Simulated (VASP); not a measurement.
SnO2, 6 atoms in the cell. The structure is orthorhombic, space group Pnnm (No. 58). Conventional cell: a = 4.828 Å, b = 4.828 Å, c = 3.238 Å, α = 90.00°, β = 90.00°, γ = 90.00°. Sn (site symmetry 2/m) has 6 O at 2.09 to 2.10 Å within 2.8 Å. O (site symmetry m) has 3 Sn at 2.09 to 2.10 Å and 1 O at 2.65 Å within 2.8 Å.  This cell differs from its parent crystal: atoms displaced along a vibrational mode.

| Item | Value |
| --- | --- |
| Program | VASP 6.6.1 |
| Task | single point |
| Functional | PBE |
| Potentials or basis | VASP PAW PBE potentials, release 64 (Sn_d, O) |
| Cutoff | 520 eV |
| k mesh | 6 × 6 × 8 |
| Occupations | gaussian, width 0.05 eV |
| Spin | no spin polarisation |
| Dipole correction | no |
| Further INCAR settings | ALGO = Normal; EDIFF = 1e-06; NBANDS = 35 |

Potentials or basis: VASP PAW PBE potentials, release 64 (Sn_d, O).

Run with:

```console
$ cat potpaw_PBE.64/Sn_d/POTCAR potpaw_PBE.64/O/POTCAR > POTCAR
$ mpirun -np 1 vasp_std > vasp.out
```

Hardware: 1 thread of Intel(R) Xeon(R) 6975P-C (Granite Rapids), with other jobs on the host.

**Question.** How long does it take, and how much memory?

**Answer.** Wall time 65 s on 1 thread of Intel(R) Xeon(R) 6975P-C (Granite Rapids), on a shared host, peak memory 0.29 GiB. Counts: scf iterations 14, k points 80.
